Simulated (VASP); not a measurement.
# Al2O3 (P-6m2) in VASP: further runs

The runs below take Al2O3 through single point, relaxation of cell and atoms, with r2SCAN.

All numbers are computed with VASP 6.6.1; they aren't measurements. Logs are shortened: lines on timing, memory, paths and dates and some standing lists are left out, and cuts for length are marked.

## (1) The cell of the first run

Symmetry: P-6m2, No. 187, hexagonal system. Conventional cell: a = 2.751 Å, b = 2.751 Å, c = 6.439 Å, α = 90.00°, β = 90.00°, γ = 120.00°. Within 2.3 Å of Al (site symmetry 3m) lie 6 O at 1.73 to 2.07 Å. Within 2.3 Å of O (site symmetry 3m) lie 3 Al at 1.73 Å. Within 2.8 Å of O (site symmetry -6m2) lie 6 Al at 2.07 Å and 12 O at 2.56 to 2.75 Å.

## (2) Single point, r2SCAN

File POSCAR:

```
Al2O3
1.0
    2.7509947590      0.0000000000      0.0000000000
   -1.3754973795      2.3824313469      0.0000000000
    0.0000000000      0.0000000000      6.4387513343
Al O
2 3
Direct
    0.0000000000      0.0000000000      0.7934491268
    0.0000000000      0.0000000000      0.2065508732
    0.3333333333      0.6666666667      0.6882641547
    0.6666666667      0.3333333333      0.0000000000
    0.3333333333      0.6666666667      0.3117358453
```

File INCAR.step1:

```
ALGO     = Normal         # electronic algorithm
EDIFF    = 1E-4           # SCF threshold, eV
ENCUT    = 520            # plane-wave cutoff, eV
GGA      = PE             # functional
ISMEAR   = -1             # smearing method
LASPH    = T              # aspherical terms in the spheres
LCHARG   = F              # write CHGCAR
LREAL    = F              # projectors in reciprocal space
LWAVE    = T              # write WAVECAR
NBANDS   = 20             # bands
NELM     = 100            # most SCF steps
PREC     = Accurate       # precision mode
SIGMA    = 0.05           # smearing width, eV
```

File INCAR.step2:

```
ALGO     = Normal         # electronic algorithm
EDIFF    = 1E-7           # SCF threshold, eV
ENCUT    = 520            # plane-wave cutoff, eV
ISIF     = 2              # what is computed and relaxed
ISMEAR   = -1             # smearing method
ISTART   = 1            
LASPH    = T              # aspherical terms in the spheres
LCHARG   = F              # write CHGCAR
LMIXTAU  = T            
LREAL    = F              # projectors in reciprocal space
LWAVE    = F              # write WAVECAR
METAGGA  = R2SCAN         # meta-GGA
NBANDS   = 20             # bands
NELM     = 100            # most SCF steps
PREC     = Accurate       # precision mode
SIGMA    = 0.05           # smearing width, eV
```

File KPOINTS:

```
k-points
0
Gamma
  11 11 3
```

Potentials or basis: VASP PAW PBE potentials, release 64 (Al, O).

On the command line:

```
$ cat potpaw_PBE.64/Al/POTCAR potpaw_PBE.64/O/POTCAR > POTCAR
$ cp INCAR.step1 INCAR
$ mpirun -np 1 vasp_std > vasp.out
$ cp INCAR.step2 INCAR
$ mpirun -np 1 vasp_std > vasp.out
```

OUTCAR:

```text
EDIFF = 1E-7
   ENCUT = 520
   ISIF = 2
   ISMEAR = -1
   ISTART = 1
   LASPH = T
   LREAL = F
   METAGGA = R2SCAN
   NELM = 100
   PREC = Accurate

 ion  position               nearest neighbor table
   1  0.000  0.000  0.793-   3 1.73   3 1.73   3 1.73   4 2.07   4 2.07   4 2.07   2 2.66
   2  0.000  0.000  0.207-   5 1.73   5 1.73   5 1.73   4 2.07   4 2.07   4 2.07   1 2.66
   3  0.333  0.667  0.688-   1 1.73   1 1.73   1 1.73
   4  0.667  0.333  0.000-   1 2.07   2 2.07   1 2.07   2 2.07   1 2.07   2 2.07
   5  0.333  0.667  0.312-   2 1.73   2 1.73   2 1.73

  LATTYP: Found a hexagonal cell.
 ALAT       =     2.7509947590
 C/A-ratio  =     2.3405174849

  Lattice vectors:

 A1 = (   2.7509947590,   0.0000000000,   0.0000000000)
 A2 = (  -1.3754973795,   2.3824313469,   0.0000000000)
 A3 = (   0.0000000000,   0.0000000000,   6.4387513343)

Analysis of symmetry for initial positions (statically):
=====================================================================
 Subroutine PRICEL returns:
 Original cell was already a primitive cell.

 Routine SETGRP: Setting up the symmetry group for a
 hexagonal supercell.

 Subroutine GETGRP returns: Found 12 space group operations
 (whereof 12 operations were pure point group operations)
 out of a pool of 24 trial point group operations.

The static configuration has the point symmetry D_3h.

Analysis of symmetry for dynamics (positions and initial velocities):
=====================================================================
 Subroutine PRICEL returns:
 Original cell was already a primitive cell.

 Routine SETGRP: Setting up the symmetry group for a
 hexagonal supercell.

 Subroutine GETGRP returns: Found 12 space group operations
 (whereof 12 operations were pure point group operations)
 out of a pool of 24 trial point group operations.

The dynamic configuration has the point symmetry D_3h.

 Subroutine INISYM returns: Found 12 space group operations
 (whereof 12 operations are pure point group operations),
 and found     1 'primitive' translations

----------------------------------------------------------------------------------------

                                     Primitive cell

[... 92 lines left out ...]
   LSORBIT =      F    spin-orbit coupling
   LASPH  =      T    aspherical Exc in radial PAW
   ENCUT  =  520.0 eV  38.22 Ry    6.18 a.u.   5.12  5.12 11.97*2*pi/ulx,y,z
   NELM   =    100;   NELMIN=  2; NELMDL=  0     # of ELM steps
   EDIFF  = 0.1E-06   stopping-criterion for ELM
   LREAL  =      F    real-space projection
   EDIFFG = 0.1E-05   stopping-criterion for IOM
   NSW    =      0    number of steps for IOM
   IBRION =     -1    ionic relax: 0-MD 1-quasi-New 2-CG
   NFREE  =      0    steps in history (QN), initial steepest desc. (CG)
   ISIF   =      2    stress and relaxation
   ISYM   =      2    0-nonsym 1-usesym 2-fastsym
   POTIM  = 0.5000    time-step for ionic-motion
   TEBEG  =    0.0;   TEEND  =   0.0 temperature during run
   PSTRESS=    0.0 pullay stress
   NELECT =      24.0000    total number of electrons
   NUPDOWN=      -1.0000    fix difference up-down
   EMIN   =  10.00;   EMAX   =-10.00  energy-range for DOS
   EFERMI =   0.00;   METHOD = LEGACY
   ISMEAR =    -1;   SIGMA  =   0.05  broadening in eV -4-tet -1-fermi 0-gaus
   EFERMI_NEDOS =   21; number of points for ismear=-14 and -15
   IALGO  =     38    algorithm
   IMIX   =      4    mixing-type and parameters
     AMIX     =   0.40;   BMIX     =  1.00
     AMIX_MAG =   1.60;   BMIX_MAG =  1.00
  volume/ion in A,a.u.               =       8.44        56.96
  Fermi-wavevector in a.u.,A,eV,Ry     =   1.356359  2.563147 25.030769  1.839710
  Thomas-Fermi vector in A             =   2.483369
   LORBIT       =      0    0 simple, 1 ext, 2 COOP (PROOUT), +10 PAW based schemes
   METAGGA = R2SCAN    functional components
   LHFCALC =     F    Hartree Fock is set to
   AEXX    =    0.0000 exact exchange contribution
   IVDW    =     0    specifies the selected vdW correction
   LEPSILON=     F    determine dielectric tensor
   LRPA    =     F    only Hartree local field effects (RPA)
 non-spin polarized calculation
  energy-cutoff  :      520.00
  volume of cell :       42.20
 maximum number of plane-waves:      1153
   NGX = 11   NGY = 11   NGZ = 23

 number of electron      23.9999979 magnetization

 Free energy of the ion-electron system (eV)
  ---------------------------------------------------
  ext. energy  EPLUGINS =         0.00000000
  ---------------------------------------------------
  free energy    TOTEN  =       -46.15063963 eV

  energy without entropy =      -46.15063963  energy(sigma->0) =      -46.15063963

 E-fermi :   7.4640     XC(G=0): -12.1179

 val. band max:        6.3251197576   @ k =   0.0909   0.0909   0.0000
 cond. band min:      12.2227899278   @ k =   0.0000   0.0000   0.0000
 fundamental gap:      5.8976701702
 Fermi energy:         7.4639602275

 k-point     1 :       0.0000    0.0000    0.0000
  band No.  band energies     occupation
      1     -15.3469      2.00000
      2     -13.4436      2.00000
      3     -12.6466      2.00000
      4       0.0034      2.00000
      5       2.2451      2.00000
      6       3.7243      2.00000
[... 541 lines left out ...]
     19      22.1571      0.00000
     20      23.3006      0.00000

 [... further k-points ...]

------------------------ aborting loop because EDIFF is reached ----------------------------------------

  FORCE on cell =-STRESS in cart. coord.  units (eV):
  Direction    XX          YY          ZZ          XY          YZ          ZX
  --------------------------------------------------------------------------------------
  -------------------------------------------------------------------------------------
  Total        8.0417160      8.0417160      7.7586808     -0.0000000     -0.0000000      0.0000000
  in kB      305.3145513    305.3145513    294.5687390     -0.0000000     -0.0000000      0.0000000
  external PRESSURE =     301.7326139 kB  Pullay stress =       0.0000000 kB

 VOLUME and BASIS-vectors are now :
 -----------------------------------------------------------------------------
  energy-cutoff  :      520.00
  volume of cell :       42.20
      direct lattice vectors                 reciprocal lattice vectors
     2.750994759  0.000000000  0.000000000     0.363504873  0.209869636  0.000000000
    -1.375497380  2.382431347  0.000000000     0.000000000  0.419739272  0.000000000
     0.000000000  0.000000000  6.438751334     0.000000000  0.000000000  0.155309616

 POSITION                                       TOTAL-FORCE (eV/Angst)
 -----------------------------------------------------------------------------------
      0.00000      0.00000      5.10882         0.000000     -0.000000      0.005580
      0.00000      0.00000      1.32993        -0.000000     -0.000000     -0.005580
     -0.00000      1.58829      4.43156        -0.000000      0.000000      0.017879
      1.37550      0.79414      0.00000         0.000000     -0.000000      0.000000
     -0.00000      1.58829      2.00719        -0.000000      0.000000     -0.017879
 -----------------------------------------------------------------------------------
    total drift:                                0.000012     -0.000007     -0.000000

  FREE ENERGIE OF THE ION-ELECTRON SYSTEM (eV)
  ---------------------------------------------------
  free  energy   TOTEN  =       -46.1506396306 eV

  energy  without entropy=      -46.1506396305  energy(sigma->0) =      -46.15063963
```

OUTCAR.step1:

```text
EDIFF = 1E-4
   ENCUT = 520
   GGA = PE
   ISMEAR = -1
   LASPH = T
[... 783 lines left out ...]
      0.00000      0.00000      1.32993         0.000000     -0.000000     -0.186622
     -0.00000      1.58829      4.43156        -0.000000      0.000000     -0.408549
      1.37550      0.79414      0.00000        -0.000000     -0.000000     -0.000000
     -0.00000      1.58829      2.00719        -0.000000      0.000000      0.408549
 -----------------------------------------------------------------------------------
    total drift:                                0.000001     -0.000000     -0.000000

  FREE ENERGIE OF THE ION-ELECTRON SYSTEM (eV)
  ---------------------------------------------------
  free  energy   TOTEN  =       -35.4232570245 eV

  energy  without entropy=      -35.4232570245  energy(sigma->0) =      -35.42325702
```

OSZICAR.step1:

```text
N       E                     dE             d eps       ncg     rms          rms(c)
DAV:   1     0.958864357789E+02    0.95886E+02   -0.13145E+04  1280   0.114E+03
DAV:   2    -0.350561994413E+02   -0.13094E+03   -0.12826E+03  1444   0.257E+02
DAV:   3    -0.400768842820E+02   -0.50207E+01   -0.50062E+01  1768   0.499E+01
DAV:   4    -0.401063937858E+02   -0.29510E-01   -0.29507E-01  1516   0.414E+00
DAV:   5    -0.401067771013E+02   -0.38332E-03   -0.38331E-03  1644   0.463E-01    0.134E+01
DAV:   6    -0.354429029324E+02    0.46639E+01   -0.13189E+01  1384   0.277E+01    0.475E+00
DAV:   7    -0.354293035253E+02    0.13599E-01   -0.65173E-01  1592   0.566E+00    0.255E+00
DAV:   8    -0.354200551521E+02    0.92484E-02   -0.55069E-02  1428   0.222E+00    0.747E-01
DAV:   9    -0.354220997884E+02   -0.20446E-02   -0.13461E-02  1608   0.118E+00    0.197E-01
DAV:  10    -0.354230645052E+02   -0.96472E-03   -0.28657E-03  1528   0.414E-01    0.144E-01
DAV:  11    -0.354232447292E+02   -0.18022E-03   -0.48864E-04  1420   0.236E-01    0.237E-02
DAV:  12    -0.354232570245E+02   -0.12295E-04   -0.60672E-05  1088   0.685E-02
   1 F= -.35423257E+02 E0= -.35423257E+02  d E =-.110438E-10
```

Wall time 1.8 min (1 thread of Intel Xeon Platinum 8259CL at 2.50GHz (Skylake/Cascade Lake), shared host); peak memory 0.16 GiB.

Results:

```yaml
Free_energy: -46.1506 eV
Pressure: 30.2 GPa
Largest_force: 0.018 eV/Å
Band_gap_on_the_k_mesh: 5.90 eV (least direct gap 5.96 eV)
```

Forces on the atoms (eV/Å):
```
Al   0.000  0.000  0.006
Al   0.000  0.000 -0.006
O    0.000  0.000  0.018
O    0.000  0.000  0.000
O    0.000  0.000 -0.018
```

Stress tensor (GPa, compression positive):
```
30.53  0.00  0.00
 0.00 30.53  0.00
 0.00  0.00 29.46
```

Caveat: the cell stands under pressure; the PAW data sets were made with another functional, which shifts forces and pressure a little. A k mesh can miss the band edges.

## (3) Single point, r2SCAN

This run uses another cell than the first one, of 9.71 Å³/atom.

File POSCAR:

```
Al2O3
1.0
    2.8332356817      0.0000000000      0.0000000000
   -1.4166178409      2.4536540753      0.0000000000
    0.0000000000      0.0000000000      6.9845309603
Al O
2 3
Direct
    0.0000000000      0.0000000000      0.8031540372
    0.0000000000      0.0000000000      0.1968459628
    0.3333333333      0.6666666667      0.7071802543
    0.6666666667      0.3333333333      0.0000000000
    0.3333333333      0.6666666667      0.2928197457
```

File INCAR.step1:

```
SYSTEM = Al2O3
  PREC = Accurate
  ENCUT = 520
  ISMEAR = -1
  SIGMA = 0.05
  LREAL = .False.
  LASPH = .True.
  NELM = 100
  NBANDS = 20
  GGA = PE
  ALGO = Normal
  EDIFF = 1E-4
  LWAVE = .True.
  LCHARG = .False.
```

File INCAR.step2:

```
SYSTEM = Al2O3
  PREC = Accurate
  ENCUT = 520
  EDIFF = 1E-6
  ISMEAR = -1
  SIGMA = 0.05
  LREAL = .False.
  LASPH = .True.
  NELM = 100
  ALGO = Normal
  ISIF = 2
  LWAVE = .False.
  LCHARG = .False.
  METAGGA = R2SCAN
  LMIXTAU = .True.
  NBANDS = 20
  ISTART = 1
```

File KPOINTS:

```
Automatic mesh
0
Gamma
  11 11 3
  0 0 0
```

Potentials or basis: VASP PAW PBE potentials, release 64 (Al, O).

On the command line:

```
$ cat potpaw_PBE.64/Al/POTCAR potpaw_PBE.64/O/POTCAR > POTCAR
$ cp INCAR.step1 INCAR
$ mpirun -np 1 vasp_std > vasp.out
$ cp INCAR.step2 INCAR
$ mpirun -np 1 vasp_std > vasp.out
```

Wall time 2.2 min (1 thread of Intel Xeon Platinum 8259CL at 2.50GHz (Skylake/Cascade Lake), shared host); peak memory 0.18 GiB.

Results (log left out):

```yaml
Free_energy: -46.7669 eV
Pressure: 4.9 GPa
Largest_force: 0.038 eV/Å
Band_gap_on_the_k_mesh: 5.56 eV (least direct gap 5.67 eV)
```

Forces on the atoms (eV/Å):
```
Al   0.000  0.000 -0.016
Al   0.000  0.000  0.016
O    0.000  0.000  0.038
O    0.000  0.000  0.000
O    0.000  0.000 -0.038
```

Stress tensor (GPa, compression positive):
```
5.09 0.00 0.00
0.00 5.09 0.00
0.00 0.00 4.44
```

Levels at points of the mesh, in eV from the valence-band top:
```
           k point  band 8  band 9  band 10  band 11  band 12  band 13  band 14  band 15  band 16  band 17
(0.00, 0.00, 0.00)   -1.58   -1.58    -0.98    -0.98    -0.11     5.56     8.49     9.82    13.34    15.37
```

Caveat: the cell stands under pressure; the PAW data sets were made with another functional, which shifts forces and pressure a little. A k mesh can miss the band edges.

## (4) Single point, r2SCAN

This run uses another cell than the first one, of 10.10 Å³/atom.

File POSCAR:

```
Al2O3
1.0
    2.8459257540      0.0000000000      0.0000000000
   -1.4229628770      2.4646440002      0.0000000000
    0.0000000000      0.0000000000      7.2008050641
Al O
2 3
Direct
    0.0000000000      0.0000000000      0.8081171950
    0.0000000000      0.0000000000      0.1918828050
    0.3333333333      0.6666666667      0.7152615646
    0.6666666667      0.3333333333      0.0000000000
    0.3333333333      0.6666666667      0.2847384354
```

File INCAR.step1:

```
SYSTEM = Al2O3
PREC = Accurate
ENCUT = 520
ISMEAR = -1
SIGMA = 0.05
LREAL = .FALSE.
LASPH = .TRUE.
NELM = 100
NBANDS = 20
GGA = PE
ALGO = Normal
EDIFF = 1E-4
LWAVE = .TRUE.
LCHARG = .FALSE.
```

File INCAR.step2:

```
SYSTEM = Al2O3
PREC = Accurate
ENCUT = 520
EDIFF = 1E-7
ISMEAR = -1
SIGMA = 0.05
LREAL = .FALSE.
LASPH = .TRUE.
NELM = 100
ALGO = Normal
ISIF = 2
LWAVE = .FALSE.
LCHARG = .FALSE.
METAGGA = R2SCAN
LMIXTAU = .TRUE.
NBANDS = 20
ISTART = 1
```

File KPOINTS:

```
Automatic mesh
0
G
  11 11 3
  0 0 0
```

On the command line:

```
$ cat potpaw_PBE.64/Al/POTCAR potpaw_PBE.64/O/POTCAR > POTCAR
$ cp INCAR.step1 INCAR
$ mpirun -np 1 vasp_std > vasp.out
$ cp INCAR.step2 INCAR
$ mpirun -np 1 vasp_std > vasp.out
```

Wall time 2.7 min (1 thread of Intel Xeon Platinum 8259CL at 2.50GHz (Skylake/Cascade Lake), shared host); peak memory 0.18 GiB.

It converged, with:

```yaml
Free_energy: -46.8094 eV
Pressure: 1.9 GPa
Largest_force: 0.039 eV/Å
Band_gap_on_the_k_mesh: 5.56 eV (least direct gap 5.69 eV)
```

Forces on the atoms (eV/Å):
```
Al   0.000  0.000 -0.017
Al   0.000  0.000  0.017
O    0.000  0.000  0.039
O    0.000  0.000  0.000
O    0.000  0.000 -0.039
```

Stress tensor (GPa, compression positive):
```
2.09 0.00 0.00
0.00 2.09 0.00
0.00 0.00 1.44
```

Levels at points of the mesh, in eV from the valence-band top:
```csv
k point,band 9,band 10,band 11,band 12,band 13,band 14,band 15,band 16
"(0.00, 0.00, 0.00)",-1.51,-0.85,-0.85,-0.13,5.56,8.49,9.65,12.78
```

Caveat: the PAW data sets were made with another functional, which shifts forces and pressure a little. A k mesh can miss the band edges.

[end of part 1 of 2]
